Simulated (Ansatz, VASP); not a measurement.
**One calculation of Rh, two programs**

Contents of INCAR:

```
  ALGO = Normal
  EDIFF = 1E-6
  ENCUT = 520
  GGA = RE
  ISIF = 2
  ISMEAR = -1
  LASPH = True
  LCHARG = False
  LREAL = False
  LWAVE = False
  NBANDS = 14
  NELM = 60
  PREC = Accurate
  SIGMA = 0.1
```

File KPOINTS:

```
k-points
0
Gamma
  14 14 14
```

The input POSCAR:

```
Rh
1.0
    2.5164182973      0.0000000000      0.0000000000
    0.0000000000      2.5164182973      0.0000000000
    0.0000000000      0.0000000000      2.5164182973
Rh
1
Direct
    0.0000000000      0.0000000000      0.0000000000
```

Input for Ansatz:

```yaml
crystal:
  lattice:
    - [2.5164182973, 0.0, 0.0]
    - [0.0, 2.5164182973, 0.0]
    - [0.0, 0.0, 2.5164182973]
  atoms:
    - { symbol: Rh, position: [0.0, 0.0, 0.0] }
hamiltonian:
  xc: revpbe
  pseudopotentials:
    kind: paw
    azcp:
      Rh: "pseudopotentials/Rh.paw.azcp"
basis:
  ecutwfc: 420
  fft_grid_basis: typed
kpoints:
  mp_grid: { grid: [14, 14, 14], shift: [0, 0, 0] }
magnetization:
  spin_polarized: false
scf:
  occupations: { method: fermi_dirac, width: 0.1 }
  lower_state_search: "off"
output:
  stress: true
```

Alike in both runs: task single point; functional revPBE; k mesh 14 × 14 × 14; occupations fermi-dirac, width 0.1 eV; no spin polarisation.

```csv
,VASP,Ansatz
version,VASP 6.6.1,Ansatz 0.2.0
potentials or method,"VASP PAW PBE potentials, release 64 (Rh_pv), cutoff 520 eV","plane waves (420 eV) with PAW, scalar-relativistic"
valence electrons in the cell,15,17
```

Ansatz gave:

* pressure (GPa): 7.5

Estimate VASP's values.

pressure (GPa): 7.6.

VASP's potentials were made for PBE, not for revPBE. The functional is the same, so the differences come from potentials, cutoffs and numerics. VASP's potentials hold 15 valence electrons a cell and Ansatz's 17, so a difference there can come from the potentials and not from the codes.
